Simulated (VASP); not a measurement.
Wanted: the native input for a VASP 6.6.1 run.

- Task: relaxation of cell and atoms
- Functional: PBE
- Potentials or basis: VASP PAW PBE potentials, release 64 (B_h, N_h)
- Cutoff: 1330 eV
- k mesh: 6 × 6 × 6
- Occupations: gaussian, width 0.02 eV
- Spin: no spin polarisation
- Dipole correction: no
- Further INCAR settings: ALGO = Normal; EDIFF = 1e-07; IBRION = 2; EDIFFG = -0.01; NSW = 80; ISIF = 3

The structure of BN lies in POSCAR:

```
BN
1.0
    0.0000000000      3.4953158300      2.1660912400
    1.2516321000      0.0000000000      2.1660912400
    1.2516321000      3.4953158300      0.0000000000
B N
1 1
Direct
    0.0000486500      0.0000486500      0.9999513500
    0.6666513400      0.6666513400      0.3333486600
```

The input as run:

INCAR

```
  PREC = Accurate
  ENCUT = 1330
  EDIFF = 1E-7
  ISMEAR = 0
  SIGMA = 0.02
  LREAL = False
  LASPH = True
  NELM = 120
  ALGO = Normal
  ISIF = 3
  LWAVE = False
  LCHARG = False
  GGA = PE
  IBRION = 2
  NSW = 80
  EDIFFG = -0.01
  GGA_COMPAT = False
  NELMIN = 4
```

KPOINTS

```
regular mesh
0
Gamma
  6 6 6
```

Potentials or basis: VASP PAW PBE potentials, release 64 (B_h, N_h).

Command:

```bash
$ cat potpaw_PBE.64/B_h/POTCAR potpaw_PBE.64/N_h/POTCAR > POTCAR
$ mpirun -np 1 vasp_std > vasp.out
```

Results of the run:

* Relaxed volume: 11.34 Å³/atom
* Relaxed cell: a = 4.687 Å, b = 2.511 Å, c = 4.338 Å, α = 81.68°, β = 32.02°, γ = 66.31°
* Space group after relaxing (to 0.1 Å): Fmm2 (No. 42)
* Energy gained by relaxing: 6.4 meV/atom
* Ionic steps: 21
* Pressure after relaxing: 0.0 GPa
* Largest force after relaxing: 0.004 eV/Å
* Band gap on the k mesh: 4.36 eV (least direct gap 4.60 eV)

Caveat: the k points lie up to 0.50 Å⁻¹ apart in the final cell; the volume moved by over 15 % at a fixed basis, so the end points are rough.

It took 5.2 min on 1 thread of AMD EPYC 9R45 96-Core Processor (Zen 5) (shared host), peak memory 0.23 GiB.
